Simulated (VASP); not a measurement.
# BP (zinc blende) (F-43m) in VASP: further runs

BP (zinc blende) is run at these levels: PBEsol; tasks: single point.

Everything below comes from runs of VASP 6.6.1. Logs are shortened: lines on timing, memory, paths and dates and some standing lists are left out, and cuts for length are marked.

## (1) The cell of the first run

The structure is cubic, space group F-43m (No. 216). The conventional cell has a = 4.580 Å, b = 4.580 Å, c = 4.580 Å, α = 90.00°, β = 90.00°, γ = 90.00°. B (site symmetry -43m) has 4 P at 1.98 Å within 2.6 Å. Within 2.6 Å of P (site symmetry -43m) lie 4 B at 1.98 Å.

## (2) Single point, PBEsol (volume scaled by 1.03)

INCAR reads:

```
PREC = Accurate
ENCUT = 500
EDIFF = 1E-6
ISMEAR = 0
SIGMA = 0.01
LREAL = False
LASPH = True
NELM = 120
ALGO = Normal
ISIF = 2
LWAVE = False
LCHARG = False
GGA = PS
NBANDS = 11
GGA_COMPAT = False
```

KPOINTS reads:

```
regular mesh
0
Gamma
  10 10 10
```

POSCAR reads:

```
BP
1.0
    0.0000000000      2.2899519552      2.2899519552
    2.2899519552      0.0000000000      2.2899519552
    2.2899519552      2.2899519552      0.0000000000
B P
1 1
Direct
    0.0000000000      0.0000000000      0.0000000000
    0.2500000000      0.2500000000      0.2500000000
```

Potentials or basis: VASP PAW PBE potentials, release 64 (B, P).

Started as:

```console
$ cat potpaw_PBE.64/B/POTCAR potpaw_PBE.64/P/POTCAR > POTCAR
$ mpirun -np 1 vasp_std > vasp.out
```

OUTCAR:

```text
PREC = Accurate
   ENCUT = 500
   EDIFF = 1E-6
   ISMEAR = 0
   LREAL = False
   LASPH = True
   NELM = 120
   ISIF = 2
   GGA = PS

 ion  position               nearest neighbor table
   1  0.000  0.000  0.000-   2 1.98   2 1.98   2 1.98   2 1.98
   2  0.250  0.250  0.250-   1 1.98   1 1.98   1 1.98   1 1.98

  LATTYP: Found a face centered cubic cell.
 ALAT       =     4.5799039104

  Lattice vectors:

 A1 = (   0.0000000000,   2.2899519552,   2.2899519552)
 A2 = (   2.2899519552,   0.0000000000,   2.2899519552)
 A3 = (   2.2899519552,   2.2899519552,   0.0000000000)

Analysis of symmetry for initial positions (statically):
=====================================================================
 Subroutine PRICEL returns:
 Original cell was already a primitive cell.

 Routine SETGRP: Setting up the symmetry group for a
 face centered cubic supercell.

 Subroutine GETGRP returns: Found 24 space group operations
 (whereof 24 operations were pure point group operations)
 out of a pool of 48 trial point group operations.

The static configuration has the point symmetry T_d .

Analysis of symmetry for dynamics (positions and initial velocities):
=====================================================================
 Subroutine PRICEL returns:
 Original cell was already a primitive cell.

 Routine SETGRP: Setting up the symmetry group for a
 face centered cubic supercell.

 Subroutine GETGRP returns: Found 24 space group operations
 (whereof 24 operations were pure point group operations)
 out of a pool of 48 trial point group operations.

The dynamic configuration has the point symmetry T_d .

 Subroutine INISYM returns: Found 24 space group operations
 (whereof 24 operations are pure point group operations),
 and found     1 'primitive' translations

----------------------------------------------------------------------------------------

                                     Primitive cell

  volume of cell :      24.0165

  direct lattice vectors                    reciprocal lattice vectors
     0.000000000  2.289951955  2.289951955    -0.218345192  0.218345192  0.218345192
     2.289951955  0.000000000  2.289951955     0.218345192 -0.218345192  0.218345192
     2.289951955  2.289951955  0.000000000     0.218345192  0.218345192 -0.218345192

  length of vectors
     3.238481112  3.238481112  3.238481112     0.378184967  0.378184967  0.378184967

  position of ions in fractional coordinates (direct lattice)
     0.000000000  0.000000000  0.000000000
     0.250000000  0.250000000  0.250000000

  ion indices of the primitive-cell ions
   primitive index   ion index
                 1           1
                 2           2

----------------------------------------------------------------------------------------

 KPOINTS: regular mesh

Automatic generation of k-mesh.
 Grid dimensions read from file:
 generate k-points for:   10   10   10

 Generating k-lattice:

  Cartesian coordinates                     Fractional coordinates (reciprocal lattice)
    -0.021834519  0.021834519  0.021834519     0.100000000  0.000000000  0.000000000
     0.021834519 -0.021834519  0.021834519     0.000000000  0.100000000  0.000000000
     0.021834519  0.021834519 -0.021834519     0.000000000  0.000000000  0.100000000

  Length of vectors
     0.037818497  0.037818497  0.037818497

  Shift w.r.t. Gamma in fractional coordinates (k-lattice)
     0.000000000  0.000000000  0.000000000

 Subroutine IBZKPT returns following result:
 ===========================================

 Found     47 irreducible k-points:

 Following reciprocal coordinates:
            Coordinates               Weight
  0.000000  0.000000  0.000000      1.000000
  0.100000  0.000000  0.000000      8.000000
  0.200000  0.000000  0.000000      8.000000
  0.300000  0.000000  0.000000      8.000000
  0.400000  0.000000  0.000000      8.000000
  0.500000  0.000000  0.000000      4.000000
[... 16 lines left out ...]
  0.300000  0.300000  0.000000      6.000000
  0.400000  0.300000  0.000000     24.000000
 [... further k-points ...]
   k-points           NKPTS =     47   k-points in BZ     NKDIM =     47   number of bands    NBANDS=     11
   number of dos      NEDOS =    301   number of ions     NIONS =      2
   total plane-waves  NPLWV =  13824
   dimension x,y,z NGX =    24 NGY =   24 NGZ =   24
   dimension x,y,z NGXF=    48 NGYF=   48 NGZF=   48
   ions per type =               1   1
   NGX,Y,Z   is equivalent  to a cutoff of  12.32, 12.32, 12.32 a.u.
   NGXF,Y,Z  is equivalent  to a cutoff of  24.64, 24.64, 24.64 a.u.
 SYSTEM =  unknown system
   PREC   = accura    normal or accurate (medium, high low for compatibility)
   ISTART =      0    job   : 0-new  1-cont  2-samecut
   ICHARG =      2    charge: 1-file 2-atom 10-const
   ISPIN  =      1    spin polarized calculation?
   LNONCOLLINEAR =      F non collinear calculations
   LSORBIT =      F    spin-orbit coupling
   LASPH  =      T    aspherical Exc in radial PAW
   ENCUT  =  500.0 eV  36.75 Ry    6.06 a.u.   5.90  5.90  5.90*2*pi/ulx,y,z
   NELM   =    120;   NELMIN=  2; NELMDL= -5     # of ELM steps
   EDIFF  = 0.1E-05   stopping-criterion for ELM
   LREAL  =      F    real-space projection
[... 7 lines left out ...]
   TEBEG  =    0.0;   TEEND  =   0.0 temperature during run
   PSTRESS=    0.0 pullay stress
   NELECT =       8.0000    total number of electrons
   NUPDOWN=      -1.0000    fix difference up-down
   EMIN   =  10.00;   EMAX   =-10.00  energy-range for DOS
   EFERMI =   0.00;   METHOD = LEGACY
   ISMEAR =     0;   SIGMA  =   0.01  broadening in eV -4-tet -1-fermi 0-gaus
   EFERMI_NEDOS =   21; number of points for ismear=-14 and -15
   IALGO  =     38    algorithm
   IMIX   =      4    mixing-type and parameters
     AMIX     =   0.40;   BMIX     =  1.00
     AMIX_MAG =   1.60;   BMIX_MAG =  1.00
  volume/ion in A,a.u.               =      12.01        81.04
  Fermi-wavevector in a.u.,A,eV,Ry     =   1.134841  2.144539 17.522463  1.287865
  Thomas-Fermi vector in A             =   2.271546
   LORBIT       =      0    0 simple, 1 ext, 2 COOP (PROOUT), +10 PAW based schemes
   GGA     = PS    functional components
   LHFCALC =     F    Hartree Fock is set to
   AEXX    =    0.0000 exact exchange contribution
   IVDW    =     0    specifies the selected vdW correction
   LEPSILON=     F    determine dielectric tensor
   LRPA    =     F    only Hartree local field effects (RPA)
 non-spin polarized calculation
 Gauss-broadening in eV      SIGMA  =   0.01
  energy-cutoff  :      500.00
  volume of cell :       24.02
 maximum number of plane-waves:       620
   NGX = 11   NGY = 11   NGZ = 11

 number of electron       7.9999999 magnetization

 Free energy of the ion-electron system (eV)
  ---------------------------------------------------
  ext. energy  EPLUGINS =         0.00000000
  ---------------------------------------------------
  free energy    TOTEN  =       -13.65580596 eV

  energy without entropy =      -13.65580596  energy(sigma->0) =      -13.65580596

 E-fermi :   7.2083     XC(G=0): -10.9300

 val. band max:        7.0823763179   @ k =   0.0000   0.0000   0.0000
 cond. band min:       8.2487930683   @ k =   0.4000   0.4000   0.0000
 fundamental gap:      1.1664167504
 Fermi energy:         7.2082815883

 k-point     1 :       0.0000    0.0000    0.0000
  band No.  band energies     occupation
      1      -8.1714      2.00000
      2       7.0824      2.00000
      3       7.0824      2.00000
      4       7.0824      2.00000
      5      10.4001      0.00000
      6      10.4001      0.00000
      7      10.4001      0.00000
      8      14.0119      0.00000
      9      18.1401      0.00000
     10      19.1244      0.00000
     11      19.1244      0.00000

 k-point     2 :       0.1000    0.0000    0.0000
  band No.  band energies     occupation
      1      -7.9947      2.00000
      2       5.7876      2.00000
      3       6.7912      2.00000
      4       6.7912      2.00000
      5      10.8019      0.00000
      6      10.8019      0.00000
      7      10.8069      0.00000
      8      14.5599      0.00000
      9      18.4227      0.00000
     10      18.4227      0.00000
     11      18.7038      0.00000

 k-point     3 :       0.2000    0.0000    0.0000
  band No.  band energies     occupation
      1      -7.4716      2.00000
      2       3.4728      2.00000
      3       6.2399      2.00000
      4       6.2399      2.00000
      5      10.9497      0.00000
      6      11.5117      0.00000
      7      11.5117      0.00000
      8      15.7852      0.00000
      9      17.8116      0.00000
     10      17.8116      0.00000
     11      19.5740      0.00000

 k-point     4 :       0.3000    0.0000    0.0000
  band No.  band energies     occupation
      1      -6.6322      2.00000
      2       1.1491      2.00000
      3       5.7581      2.00000
      4       5.7581      2.00000
      5      10.8266      0.00000
      6      11.8441      0.00000
      7      11.8441      0.00000
      8      16.7469      0.00000
      9      18.3615      0.00000
     10      18.3615      0.00000
     11      19.8264      0.00000
[... 239 lines left out ...]
 k-point    22 :      -0.2000    0.2000    0.0000
  band No.  band energies     occupation
      1      -6.3467      2.00000
      2       1.8806      2.00000
      3       2.9704      2.00000
      4       5.8552      2.00000
      5      11.4254      0.00000
      6      12.2864      0.00000
      7      13.2947      0.00000
      8      15.1402      0.00000
      9      16.4795      0.00000
     10      20.3735      0.00000
     11      22.4222      0.00000

 k-point    23 :       0.3000    0.3000    0.0000
  band No.  band energies     occupation
      1      -6.0993      2.00000
      2       2.2779      2.00000
      3       3.9145      2.00000
      4       3.9145      2.00000
      5       8.5292      0.00000
      6      10.8688      0.00000
      7      15.7497      0.00000
      8      15.7497      0.00000
      9      19.7371      0.00000
     10      21.3429      0.00000
     11      23.0764      0.00000

 k-point    24 :       0.4000    0.3000    0.0000
  band No.  band energies     occupation
      1      -5.2927      2.00000
      2       0.9774      2.00000
      3       3.0955      2.00000
      4       3.6248      2.00000
      5       8.8139      0.00000
      6      10.5853      0.00000
      7      16.3294      0.00000
      8      16.3658      0.00000
      9      20.6964      0.00000
     10      22.1868      0.00000
     11      23.6079      0.00000

 [... further k-points ...]

------------------------ aborting loop because EDIFF is reached ----------------------------------------

  FORCE on cell =-STRESS in cart. coord.  units (eV):
  Direction    XX          YY          ZZ          XY          YZ          ZX
  --------------------------------------------------------------------------------------
  -------------------------------------------------------------------------------------
  Total       -0.9127977     -0.9127977     -0.9127977      0.0000000     -0.0000000      0.0000000
  in kB      -60.8942091    -60.8942091    -60.8942091      0.0000000     -0.0000000      0.0000000
  external PRESSURE =     -60.8942091 kB  Pullay stress =       0.0000000 kB

 VOLUME and BASIS-vectors are now :
 -----------------------------------------------------------------------------
  energy-cutoff  :      500.00
  volume of cell :       24.02
      direct lattice vectors                 reciprocal lattice vectors
     0.000000000  2.289951955  2.289951955    -0.218345192  0.218345192  0.218345192
     2.289951955  0.000000000  2.289951955     0.218345192 -0.218345192  0.218345192
     2.289951955  2.289951955  0.000000000     0.218345192  0.218345192 -0.218345192

 POSITION                                       TOTAL-FORCE (eV/Angst)
 -----------------------------------------------------------------------------------
      0.00000      0.00000      0.00000        -0.000000     -0.000000     -0.000000
      1.14498      1.14498      1.14498         0.000000      0.000000      0.000000
 -----------------------------------------------------------------------------------
    total drift:                                0.000000      0.000000      0.000000

  FREE ENERGIE OF THE ION-ELECTRON SYSTEM (eV)
  ---------------------------------------------------
  free  energy   TOTEN  =       -13.6558059566 eV

  energy  without entropy=      -13.6558059566  energy(sigma->0) =      -13.65580596
```

It took 6.3 s on 1 thread of AMD EPYC 9R45 (Zen 5), shared host; peak memory 0.11 GiB.

What came out:

| Property | Result |
| --- | --- |
| Free energy | -13.6558 eV |
| Pressure | -6.1 GPa |
| Band gap on the k mesh | 1.17 eV, indirect (least direct gap 3.32 eV) |

Levels at points of the mesh, in eV from the valence-band top:
| k point | band 1 | band 2 | band 3 | band 4 | band 5 | band 6 | band 7 | band 8 | band 9 |
| --- | --- | --- | --- | --- | --- | --- | --- | --- | --- |
| (0.00, 0.00, 0.00) | -15.25 | 0.00 | 0.00 | 0.00 | 3.32 | 3.32 | 3.32 | 6.93 | 11.06 |
| (0.50, 0.00, 0.00) | -12.01 | -8.90 | -1.73 | -1.73 | 3.57 | 4.63 | 4.63 | 9.84 | 14.37 |
| (0.50, 0.50, 0.00) | -10.52 | -8.46 | -4.05 | -4.05 | 1.28 | 1.54 | 11.84 | 11.84 | 14.80 |

Caveat: the cell differs from its parent crystal (volume scaled by 1.03); the PAW data sets were made with another functional, which shifts forces and pressure a little. A k mesh can miss the band edges.

## (3) Single point, PBEsol

This run uses another cell than the first one, of 11.66 Å³/atom, 0.971 times its volume.

INCAR is that of step 2.

KPOINTS is that of step 2.

POSCAR reads:

```
BP
1.0
    0.0000000000      2.2675000000      2.2675000000
    2.2675000000      0.0000000000      2.2675000000
    2.2675000000      2.2675000000      0.0000000000
B P
1 1
Direct
    0.0000000000      0.0000000000      0.0000000000
    0.2500000000      0.2500000000      0.2500000000
```

Potentials or basis: VASP PAW PBE potentials, release 64 (B, P).

Started as:

```console
$ cat potpaw_PBE.64/B/POTCAR potpaw_PBE.64/P/POTCAR > POTCAR
$ mpirun -np 1 vasp_std > vasp.out
```

OUTCAR:

```text
PREC = Accurate
   ENCUT = 500
   EDIFF = 1E-6
   ISMEAR = 0
   LREAL = False
   LASPH = True
   NELM = 120
   ISIF = 2
   GGA = PS

 ion  position               nearest neighbor table
   1  0.000  0.000  0.000-   2 1.96   2 1.96   2 1.96   2 1.96
   2  0.250  0.250  0.250-   1 1.96   1 1.96   1 1.96   1 1.96

  LATTYP: Found a face centered cubic cell.
 ALAT       =     4.5350000000

  Lattice vectors:

 A1 = (   0.0000000000,   2.2675000000,   2.2675000000)
 A2 = (   2.2675000000,   0.0000000000,   2.2675000000)
 A3 = (   2.2675000000,   2.2675000000,   0.0000000000)

Analysis of symmetry for initial positions (statically):
=====================================================================
 Subroutine PRICEL returns:
 Original cell was already a primitive cell.

 Routine SETGRP: Setting up the symmetry group for a
 face centered cubic supercell.

 Subroutine GETGRP returns: Found 24 space group operations
 (whereof 24 operations were pure point group operations)
 out of a pool of 48 trial point group operations.

The static configuration has the point symmetry T_d .
[... 170 lines left out ...]
      1      -8.0869      2.00000
      2       7.4289      2.00000
      3       7.4289      2.00000
      4       7.4289      2.00000
      5      10.7887      0.00000
      6      10.7887      0.00000
      7      10.7887      0.00000
      8      14.8018      0.00000
      9      18.6851      0.00000
     10      19.5564      0.00000
     11      19.5564      0.00000
[... 309 lines left out ...]
 k-point    24 :       0.4000    0.3000    0.0000
  band No.  band energies     occupation
      1      -5.1307      2.00000
      2       1.2600      2.00000
      3       3.3322      2.00000
      4       3.8790      2.00000
      5       9.1391      0.00000
      6      10.9250      0.00000
      7      16.8918      0.00000
      8      16.8980      0.00000
      9      21.3846      0.00000
     10      22.7016      0.00000
     11      24.3740      0.00000

 [... further k-points ...]

------------------------ aborting loop because EDIFF is reached ----------------------------------------

  FORCE on cell =-STRESS in cart. coord.  units (eV):
  Direction    XX          YY          ZZ          XY          YZ          ZX
  --------------------------------------------------------------------------------------
  -------------------------------------------------------------------------------------
  Total       -0.2222749     -0.2222749     -0.2222749      0.0000000     -0.0000000     -0.0000000
  in kB      -15.2731667    -15.2731667    -15.2731667      0.0000000     -0.0000000     -0.0000000
  external PRESSURE =     -15.2731667 kB  Pullay stress =       0.0000000 kB

 VOLUME and BASIS-vectors are now :
 -----------------------------------------------------------------------------
  energy-cutoff  :      500.00
  volume of cell :       23.32
      direct lattice vectors                 reciprocal lattice vectors
     0.000000000  2.267500000  2.267500000    -0.220507166  0.220507166  0.220507166
     2.267500000  0.000000000  2.267500000     0.220507166 -0.220507166  0.220507166
     2.267500000  2.267500000  0.000000000     0.220507166  0.220507166 -0.220507166

 POSITION                                       TOTAL-FORCE (eV/Angst)
 -----------------------------------------------------------------------------------
      0.00000      0.00000      0.00000         0.000000      0.000000      0.000000
      1.13375      1.13375      1.13375        -0.000000     -0.000000     -0.000000
 -----------------------------------------------------------------------------------
    total drift:                                0.000000      0.000000      0.000000

  FREE ENERGIE OF THE ION-ELECTRON SYSTEM (eV)
  ---------------------------------------------------
  free  energy   TOTEN  =       -13.6723821240 eV

  energy  without entropy=      -13.6723821240  energy(sigma->0) =      -13.67238212
```

stdout:

```text
POSCAR found type information on POSCAR B P
 POSCAR found :  2 types and       2 ions
 scaLAPACK will be used
 -----------------------------------------------------------------------------
|                                                                             |
|                                                                             |
|     You enforced a specific xc type in the INCAR file but a different       |
|     I HOPE YOU KNOW WHAT YOU ARE DOING!                                     |
|                                                                             |
 -----------------------------------------------------------------------------

 LDA part: xc-table for (Slater+PW92), standard interpolation
 POSCAR, INCAR and KPOINTS ok, starting setup
 FFT: planning ... GRIDC
 FFT: planning ... GRID_SOFT
 FFT: planning ... GRID
 WAVECAR not read
 entering main loop
```

Wall time 6.2 s (1 thread of AMD EPYC 9R45 (Zen 5), shared host); peak memory 0.1 GiB.

Results:

```
Free energy            : -13.6724 eV
Pressure               : -1.5 GPa
Band gap on the k mesh : 1.13 eV, indirect (least direct gap 3.36 eV)
```

Levels at points of the mesh, in eV from the valence-band top:
```tsv
k point	band 2	band 3	band 4	band 5	band 6	band 7
(0.00, 0.00, 0.00)	0.00	0.00	0.00	3.36	3.36	3.36
(0.50, 0.00, 0.00)	-9.11	-1.77	-1.77	3.74	4.65	4.65
(0.50, 0.50, 0.00)	-8.61	-4.15	-4.15	1.22	1.51	12.11
```

Caveat: the PAW data sets were made with another functional, which shifts forces and pressure a little.
